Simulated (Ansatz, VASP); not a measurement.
Two plane-wave programs on WC

The input INCAR:

```
PREC = Accurate
ENCUT = 520
EDIFF = 1E-6
ISMEAR = 0
SIGMA = 0.15
LREAL = False
LASPH = True
NELM = 80
ALGO = Normal
ISIF = 2
LWAVE = False
LCHARG = False
GGA = PE
NBANDS = 16
```

File KPOINTS:

```
Automatic mesh
0
Gamma
  18 18 16
```

POSCAR

```
WC
1.0
    2.8714964216      0.0000000000      0.0000000000
   -1.4357482108      2.5370270066      0.0000000000
    0.0000000000      0.0000000000      2.8290000000
W C
1 1
Direct
    0.0000000000      0.0000000000      0.0000000000
    0.6666666667      0.3333333333      0.5000000000
```

Input for Ansatz:

```yaml
crystal:
  lattice:
    - [2.8714964216, 0.0, 0.0]
    - [-1.4357482108, 2.5370270066, 0.0]
    - [0.0, 0.0, 2.829]
  atoms:
    - { symbol: W, position: [0.0, 0.0, 0.0] }
    - { symbol: C, position: [0.6666666667, 0.3333333333, 0.5] }
basis:
  ecutwfc: 420
kpoints:
  mp_grid: { grid: [18, 18, 16] }
hamiltonian:
  xc: pbe
scf:
  occupations: { method: gaussian, width: 0.15 }
output:
  forces: true
  stress: true
  eigenvalues: true
```

Change from the starting cell: strain -0.0100 x Voigt [1, -1, 0, 0, 0, 0], atoms carried along.

Alike in both runs: task single point; functional PBE; k mesh 18 × 18 × 16; occupations gaussian, width 0.15 eV; no spin polarisation.

|  | VASP | Ansatz |
| --- | --- | --- |
| version | VASP 6.6.1 | Ansatz 0.2.0 |
| potentials or method | VASP PAW PBE potentials, release 64 (W_sv, C), cutoff 520 eV | scalar-relativistic, plane waves, PAW |
| valence electrons in the cell | 18 | 18 |

```csv
,VASP,Ansatz,Ansatz less VASP
gap on the k mesh at the Fermi level (eV),none,none,-
pressure (GPa),9.7,8.6,-1.16
"traceless stress, the component that is largest in VASP (GPa)",-5.52,-5.39,+0.131
rms of the force components (eV/Å),0.068,0.066,-0.0014
```

Atom by atom the forces differ by 0.001 eV/Å (rms over components). A gap of «none» marks a metal or a gap that the smearing closes.

Neither program's run includes spin-orbit coupling.
